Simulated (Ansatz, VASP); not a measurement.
**One calculation of HfB2, two programs**

```
Hf B
1.0
     3.13268    0.00000    0.00000
    -1.56634    2.71298    0.00000
     0.00000    0.00000    3.47921
Hf B
1 2
Cartesian
  0.0000 0.0000 0.0000
  0.0000 1.8087 1.7396
  1.5663 0.9043 1.7396
```

Alike in both runs: task single point; functional PBE; k mesh 3 × 3 × 2; occupations gaussian, width 0.1 eV; no spin polarisation.

|  | VASP | Ansatz |
| --- | --- | --- |
| version | VASP 6.6.1 | Ansatz 0.2.0 |
| potentials or method | VASP PAW PBE potentials, release 64 (Hf_pv, B) | scalar-relativistic, plane waves, PAW (harder set) |
| plane-wave cutoff (eV) | 500 | 710 |
| valence electrons in the cell | 16 | 32 |

```csv
,VASP,Ansatz,Ansatz less VASP
gap on the k mesh at the Fermi level (eV),none,none,-
pressure (GPa),1.5,2.0,+0.52
"traceless stress, the component that is largest in VASP (GPa)",-4.77,-4.75,+0.019
```

A gap of «none» marks a metal or a gap that the smearing closes. VASP's potentials hold 16 valence electrons a cell and Ansatz's 32, so a difference there can come from the potentials and not from the codes.

The k mesh is coarse, so the values compare programs but aren't converged. Spin-orbit coupling is off throughout.
